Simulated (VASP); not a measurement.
# Al31ZnHO48 (a cell with a defect) in VASP: further runs, part 2 of 2

VASP 6.6.1. Earlier steps stand in the parts before.

## 3. Single point, r2SCAN

POSCAR

```
Al31ZnHO48
1.0
    4.8078835245      2.7758328471      8.7484141875
   -4.8078835245      2.7758328471      8.7484141875
    0.0000000000     -5.5516656942      8.7484141875
Al Zn O H
31 1 48 1
Direct
    0.3258027292      0.3285329497      0.3281043812
    0.0748584282      0.0753415534      0.0737570409
    0.1739675987      0.1758433175      0.1806298131
    0.3321729405      0.3158929248      0.8405663091
    0.4261983009      0.4300259536      0.9308344989
    0.0740820384      0.0749599611      0.5747036484
    0.1764750439      0.1731516713      0.6751922382
    0.3226969860      0.8260935093      0.3245257853
    0.4256088408      0.9294982468      0.4254887940
    0.0724778706      0.5750985073      0.0770897629
    0.1739666855      0.6790125652      0.1761930328
    0.3226629485      0.8258753760      0.8257244867
    0.4268193653      0.9267274780      0.9266199123
    0.0616048688      0.5890432162      0.5626356824
    0.1690703658      0.6790275372      0.6835229585
    0.8252459273      0.3251454290      0.3249871947
    0.9264964104      0.4266432291      0.4278929708
    0.5747237704      0.0752221024      0.0764362934
    0.6757808151      0.1790491211      0.1756700823
    0.8227430880      0.3256815728      0.8253446297
    0.9246210636      0.4286784910      0.9287438233
    0.5714596923      0.0781392472      0.5738504693
    0.6798417367      0.1746804378      0.6759831092
    0.8204859639      0.8270521013      0.3242716309
    0.9223209996      0.9323298639      0.4254076871
    0.5724514430      0.5759304901      0.0746809760
    0.6744331257      0.6796399479      0.1761588200
    0.8223871091      0.8253634316      0.8253134704
    0.9251706031      0.9278750607      0.9270588823
    0.5724122138      0.5741652229      0.5751120321
    0.6716740541      0.6788686939      0.6778938619
    0.4406095067      0.4327058036      0.4218897550
    0.2211476797      0.0264181364      0.3778231754
    0.4713987013      0.1271262465      0.2788933404
    0.0276494710      0.3756992851      0.2237454081
    0.3739769842      0.2218211434      0.0351484316
    0.1253831395      0.2781070364      0.4727083522
    0.2755026132      0.4745628348      0.1272123781
    0.2206376700      0.0302264329      0.8754530186
    0.4721359773      0.1249769282      0.7821087278
    0.0361894322      0.3784836950      0.7181675732
    0.3732274861      0.2132216666      0.5325606851
    0.1258072070      0.2801988488      0.9733474638
    0.2729938577      0.4536199534      0.6478006997
    0.2094658652      0.5339152269      0.3756912200
    0.4743124683      0.6429795059      0.2633360243
    0.0265151839      0.8779015827      0.2228052567
    0.3737664007      0.7245957860      0.0275582130
    0.1243194967      0.7751729337      0.4744939165
    0.2774573150      0.9748769501      0.1250950977
    0.2219433630      0.5290040687      0.8782263481
    0.4712131956      0.6266690646      0.7794607274
    0.0263997719      0.8771633461      0.7239322109
    0.3718145919      0.7150554847      0.5319578353
    0.1234108396      0.7806156504      0.9729326559
    0.2762367489      0.9685577757      0.6272754816
    0.7209790417      0.0314099589      0.3743071410
    0.9734014407      0.1261179287      0.2785830182
    0.5297215291      0.3780347485      0.2100642284
    0.8768239455      0.2246524205      0.0261718285
    0.6407030821      0.2641461677      0.4772267136
    0.7776104479      0.4726623315      0.1267014305
    0.7217792297      0.0294599260      0.8768241061
    0.9717911088      0.1272793716      0.7795884650
    0.5284904208      0.3742510105      0.7253967411
    0.8775312121      0.2224732438      0.5304958824
    0.6260752237      0.2789725463      0.9705153329
    0.7787936549      0.4735341864      0.6260838312
    0.7200065328      0.5284833673      0.3769356465
    0.9668442450      0.6283601775      0.2786380392
    0.5281762228      0.8782071185      0.2240020827
    0.8746500814      0.7227837141      0.0288228347
    0.6216376846      0.7792639331      0.4734492714
    0.7782747569      0.9744125583      0.1249773815
    0.7239885453      0.5298948548      0.8732481137
    0.9717105125      0.6267515871      0.7777307275
    0.5267272424      0.8771389314      0.7223879901
    0.8666899700      0.7289437796      0.5273133931
    0.6269955674      0.7808349880      0.9679702514
    0.7809102333      0.9682848786      0.6275135452
    0.2138975650      0.3795401182      0.6892336636
```

INCAR.step1

```
SYSTEM = Al31ZnHO48
PREC = Accurate
ENCUT = 580
ISMEAR = -1
SIGMA = 0.01
LREAL = Auto
LASPH = .TRUE.
NELM = 120
NBANDS = 243
GGA = PE
ALGO = Normal
EDIFF = 1E-5
LWAVE = .TRUE.
LCHARG = .FALSE.
GGA_COMPAT = .FALSE.
```

INCAR.step2

```
SYSTEM = Al31ZnHO48
PREC = Accurate
ENCUT = 580
EDIFF = 1E-6
ISMEAR = -1
SIGMA = 0.01
LREAL = Auto
LASPH = .TRUE.
NELM = 120
ALGO = Normal
ISIF = 2
LWAVE = .FALSE.
LCHARG = .FALSE.
METAGGA = R2SCAN
LMIXTAU = .TRUE.
NBANDS = 243
ISTART = 1
GGA_COMPAT = .FALSE.
```

KPOINTS

```
Automatic mesh
0
G
  1 1 1
  0 0 0
```

Potentials or basis: VASP PAW PBE potentials, release 64 (Al, Zn, O, H).

Run with:

```sh
$ cat potpaw_PBE.64/Al/POTCAR potpaw_PBE.64/Zn/POTCAR potpaw_PBE.64/O/POTCAR potpaw_PBE.64/H/POTCAR > POTCAR
$ cp INCAR.step1 INCAR
$ mpirun -np 1 vasp_gam > vasp.out
$ cp INCAR.step2 INCAR
$ mpirun -np 1 vasp_gam > vasp.out
```

OUTCAR:

```text
SYSTEM = Al31ZnHO48
   PREC = Accurate
   ENCUT = 580
   EDIFF = 1E-6
   ISMEAR = -1
   LREAL = Auto
   LASPH = .TRUE.
   NELM = 120
   ISIF = 2
   METAGGA = R2SCAN
   ISTART = 1

 ion  position               nearest neighbor table
   1  0.326  0.329  0.328-  37 1.91  34 1.91  38 1.91  42 1.95  59 1.95  45 1.95  32 2.74   7 2.80
                            19 2.81  11 2.82   5 3.25   9 3.28  17 3.28
   2  0.075  0.075  0.074-  39 1.86  47 1.87  60 1.87  50 1.98  58 2.00  43 2.00   3 2.68  25 2.82
                            13 2.82  21 2.83  11 3.24  19 3.26   7 3.27
   3  0.174  0.176  0.181-  33 1.87  35 1.87  36 1.88  58 1.96  50 1.98  43 2.00   2 2.68   4 2.74
                            16 2.79   8 2.80   6 3.22  10 3.26  18 3.28
   4  0.332  0.316  0.841-  36 1.87  40 1.87  44 1.89  43 1.89  65 1.93  51 1.98  81 2.12   5 2.61
                             3 2.74  23 2.81  15 2.93  13 3.23  21 3.35
   5  0.426  0.430  0.931-  38 1.85  52 1.85  67 1.86  51 2.01  65 2.03  36 2.03   4 2.61  10 2.83
                            18 2.84  30 2.84  12 3.22  20 3.23   1 3.25
   6  0.074  0.075  0.575-  66 1.85  33 1.87  53 1.87  56 1.97  37 1.98  64 2.00   7 2.63   9 2.81
                            17 2.81  29 2.82   3 3.22  23 3.23  15 3.24
   7  0.176  0.173  0.675-  42 1.83  39 1.88  41 1.91  64 1.96  37 1.97  56 1.98   6 2.63  12 2.79
                             1 2.80  20 2.84  22 3.24   2 3.27
   8  0.323  0.826  0.325-  46 1.82  50 1.88  49 1.89  33 1.97  54 1.99  71 2.01   9 2.69   3 2.80
                            27 2.82  15 2.87  32 3.19  13 3.25  25 3.27
   9  0.426  0.929  0.425-  73 1.86  34 1.86  56 1.87  71 1.97  33 1.99  54 2.09   8 2.69  18 2.80
                             6 2.81  30 2.84  24 3.23  12 3.27   1 3.28
  10  0.072  0.575  0.077-  35 1.87  51 1.88  72 1.88  70 1.97  38 1.98  55 2.00  11 2.66  17 2.81
                             5 2.83  29 2.83  15 3.22  27 3.25   3 3.26
  11  0.174  0.679  0.176-  45 1.83  47 1.88  48 1.88  55 1.98  38 1.98  70 2.02  10 2.66  12 2.81
                             1 2.82  24 2.83  14 3.15   2 3.24  26 3.26
  12  0.323  0.826  0.826-  56 1.87  55 1.87  52 1.88  48 1.97  39 1.98  77 1.99  13 2.68   7 2.79
                            31 2.80  11 2.81   5 3.22  29 3.25   9 3.27
  13  0.427  0.927  0.927-  79 1.86  40 1.86  50 1.88  48 1.99  77 1.99  39 2.01  12 2.68  26 2.81
                             2 2.82  22 2.82   4 3.23  28 3.23   8 3.25
  14  0.062  0.589  0.563-  78 1.79  45 1.82  41 1.90  49 1.93  81 2.03  76 2.05  44 2.20  25 2.74
                            15 2.79  21 2.92  32 3.02  11 3.15  31 3.18
  15  0.169  0.679  0.684-  53 1.84  54 1.87  51 1.87  76 1.95  49 2.01  44 2.10  28 2.77  14 2.79
[... 393 lines left out ...]
 number of electron     393.9999998 magnetization

 Free energy of the ion-electron system (eV)
  ---------------------------------------------------
  ext. energy  EPLUGINS =         0.00000000
  ---------------------------------------------------
  free energy    TOTEN  =      -769.92940487 eV

  energy without entropy =     -769.92940487  energy(sigma->0) =     -769.92940487

 E-fermi :   6.2406     XC(G=0): -12.1245

 val. band max:        5.9215331930   @ k =   0.0000   0.0000   0.0000
 cond. band min:      11.9731223365   @ k =   0.0000   0.0000   0.0000
 fundamental gap:      6.0515891435
 Fermi energy:         6.2405653344

 k-point     1 :       0.0000    0.0000    0.0000
  band No.  band energies     occupation
      1     -15.4463      2.00000
      2     -14.5626      2.00000
      3     -13.8007      2.00000
      4     -13.7119      2.00000
      5     -13.6635      2.00000
      6     -13.6390      2.00000
[... 201 lines left out ...]
    208      15.5014      0.00000
    209      15.5757      0.00000
 [bands above 209 left out]

------------------------ aborting loop because EDIFF is reached ----------------------------------------

  FORCE on cell =-STRESS in cart. coord.  units (eV):
  Direction    XX          YY          ZZ          XY          YZ          ZX
  --------------------------------------------------------------------------------------
  -------------------------------------------------------------------------------------
  Total      -21.8890500    -25.3424356    -24.1684794     -1.4272909     -2.1452842      2.2203442
  in kB      -50.0621689    -57.9603633    -55.2754229     -3.2643389     -4.9064523      5.0781211
  external PRESSURE =     -54.4326517 kB  Pullay stress =       0.0000000 kB

 VOLUME and BASIS-vectors are now :
 -----------------------------------------------------------------------------
  energy-cutoff  :      580.00
  volume of cell :      700.53
      direct lattice vectors                 reciprocal lattice vectors
     4.807883525  2.775832847  8.748414187     0.103995864  0.060042040  0.038102144
    -4.807883525  2.775832847  8.748414187    -0.103995864  0.060042040  0.038102144
     0.000000000 -5.551665694  8.748414187     0.000000000 -0.120084080  0.038102144

 POSITION                                       TOTAL-FORCE (eV/Angst)
 -----------------------------------------------------------------------------------
     -0.01313     -0.00520      8.59479         0.002025      0.009885      0.020068
     -0.00232      0.00746      1.95927        -0.001164     -0.000780      0.042198
     -0.00902     -0.03178      4.64052        -0.000839     -0.005198     -0.039184
      0.07827     -2.86762     13.02317        -0.004185      0.017508      0.036879
     -0.01840     -2.79095     15.63393         0.000438     -0.004635     -0.034524
     -0.00422     -2.77685      6.33163         0.000224     -0.004253      0.042642
[... 73 lines left out ...]
     -0.90088      1.37173     20.79243        -0.024359      0.001865      0.012406
     -0.79639     -2.17911     11.22134        -0.028572      0.197094      0.245360
 -----------------------------------------------------------------------------------
    total drift:                                0.005844      0.006754     -0.014556

  FREE ENERGIE OF THE ION-ELECTRON SYSTEM (eV)
  ---------------------------------------------------
  free  energy   TOTEN  =      -769.9294048677 eV

  energy  without entropy=     -769.9294048677  energy(sigma->0) =     -769.92940487
```

It took 33 min on 1 thread of Oxide Virtual Turin-like, shared host; peak memory 1.3 GiB.

What came out:

```yaml
Free_energy: -769.9294 eV
Pressure: -5.4 GPa
Largest_force: 0.316 eV/Å
Band_gap_on_the_k_mesh: 6.05 eV
```

Forces on the atoms (eV/Å):
```
Al   0.002  0.010  0.020
Al  -0.001 -0.001  0.042
Al  -0.001 -0.005 -0.039
Al  -0.004  0.018  0.037
Al   0.000 -0.005 -0.035
Al   0.000 -0.004  0.043
Al   0.003  0.006 -0.059
Al   0.034  0.016  0.024
Al  -0.003  0.026 -0.030
Al  -0.001 -0.010  0.051
Al   0.012  0.001 -0.047
Al   0.002 -0.003  0.038
Al   0.011  0.000 -0.042
Al  -0.018  0.012  0.014
Al  -0.007 -0.003 -0.023
Al  -0.002 -0.026  0.032
Al   0.004 -0.003 -0.050
Al  -0.004 -0.008  0.052
Al  -0.017 -0.002 -0.046
Al  -0.003 -0.016  0.025
Al  -0.011 -0.010 -0.049
Al   0.005  0.017  0.037
Al   0.001  0.025 -0.059
Al  -0.003 -0.009  0.043
Al  -0.021 -0.003 -0.052
Al  -0.021 -0.015  0.045
Al  -0.023 -0.021 -0.060
Al  -0.008  0.003  0.033
Al  -0.006  0.003 -0.041
Al   0.000  0.005  0.038
Al  -0.004  0.015 -0.042
Zn   0.006 -0.001 -0.020
O    0.036  0.004  0.001
O    0.039  0.026 -0.006
O   -0.018 -0.035 -0.008
O   -0.023  0.071 -0.050
O    0.012 -0.054  0.007
O   -0.045  0.030 -0.001
O    0.036  0.003 -0.002
O    0.001  0.012  0.005
O   -0.018 -0.018  0.007
O   -0.017 -0.009 -0.011
O    0.030 -0.030  0.006
O   -0.005 -0.213 -0.179
O   -0.021 -0.006 -0.017
O    0.021  0.053  0.046
O   -0.011 -0.025  0.001
O   -0.025  0.041 -0.005
O    0.020 -0.046 -0.031
O   -0.043 -0.007 -0.003
O    0.034 -0.007 -0.008
O    0.027  0.019  0.006
O   -0.001 -0.033 -0.006
O   -0.018  0.015 -0.001
O    0.023 -0.034  0.006
O   -0.052  0.014  0.019
O    0.043  0.002  0.005
O    0.021  0.029  0.005
O    0.013 -0.022 -0.002
O   -0.021  0.032  0.001
O    0.035 -0.037  0.042
O   -0.022  0.017 -0.003
O    0.038  0.006 -0.005
O    0.028  0.038 -0.002
O   -0.028 -0.041 -0.016
O   -0.007  0.032  0.005
O    0.006 -0.034  0.014
O   -0.032  0.000 -0.002
O    0.038 -0.003  0.002
O    0.025  0.032  0.007
O   -0.023 -0.028  0.013
O   -0.019  0.027 -0.001
O    0.008 -0.029 -0.004
O   -0.038 -0.008 -0.007
O    0.037 -0.001 -0.006
O    0.022  0.026  0.026
O   -0.018 -0.037 -0.001
O    0.032  0.035  0.005
O    0.012 -0.015  0.007
O   -0.024  0.002  0.012
H   -0.029  0.197  0.245
```

Caveat: the k points lie up to 0.79 Å⁻¹ apart; the PAW data sets were made with another functional, which shifts forces and pressure a little.
